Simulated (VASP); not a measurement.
Set up this calculation in VASP 6.6.1, as the native input.

| Property | Result |
| --- | --- |
| Task | single point |
| Functional | r2SCAN |
| Potentials or basis | VASP PAW PBE potentials, release 64 (Pt) |
| Cutoff | 520 eV |
| k mesh | 12 × 12 × 16 |
| Occupations | gaussian, width 0.1 eV |
| Spin | no spin polarisation |
| Dipole correction | no |
| Further INCAR settings | ALGO = Normal; EDIFF = 1e-06; NBANDS = 11; ISYM = 0 |

The system is Pt.

```
Pt
1.0
     2.91621    0.00000    0.00000
    -1.45810    2.52551    0.00000
     1.45810    0.84184    2.15370
Pt
1
Cartesian
  0.0000 0.0000 0.0000
```

The input as run:

POSCAR

```
Pt
1.0
    2.9162060727      0.0000000000      0.0000000000
   -1.4581030364      2.5255085417      0.0000000000
    1.4581030364      0.8418361806      2.1536977013
Pt
1
Direct
    0.0000000000      0.0000000000      0.0000000000
```

INCAR.step1

```
PREC = Accurate ; ENCUT = 520
ISMEAR = 0 ; SIGMA = 0.1
LREAL = False ; LASPH = True
NELM = 100 ; ISYM = 0
NBANDS = 11 ; GGA = PE
ALGO = Normal ; EDIFF = 1E-4
LWAVE = True ; LCHARG = False
```

INCAR.step2

```
PREC = Accurate ; ENCUT = 520
EDIFF = 1E-6 ; ISMEAR = 0
SIGMA = 0.1 ; LREAL = False
LASPH = True ; NELM = 100
ALGO = Normal ; ISIF = 2
LWAVE = False ; LCHARG = True
METAGGA = R2SCAN ; LMIXTAU = True
LELF = True ; LVHAR = True
ISYM = 0 ; NBANDS = 11
ISTART = 1
```

KPOINTS

```
Automatic mesh
0
Gamma
  12 12 16
```

Potentials or basis: VASP PAW PBE potentials, release 64 (Pt).

Run with:

```console
$ cat potpaw_PBE.64/Pt/POTCAR > POTCAR
$ cp INCAR.step1 INCAR
$ mpirun -np 1 vasp_std > vasp.out
$ cp INCAR.step2 INCAR
$ mpirun -np 1 vasp_std > vasp.out
```

It gave:

| Quantity | Value |
| --- | --- |
| Pressure | -5.9 GPa |
| Band gap on the k mesh | zero (bands 5 and 6 overlap by 2.71 eV) |

Caveat: the stress differs along the axes, from -10 to 2 GPa; the PAW data sets were made with another functional, which shifts forces and pressure a little; spin-orbit coupling is left out, which moves the levels of the heavy elements.

It took 6.4 min on 1 thread of Intel(R) Xeon(R) Platinum 8259CL CPU @ 2.50GHz (Skylake/Cascade Lake), on a shared host, peak memory 0.31 GiB.
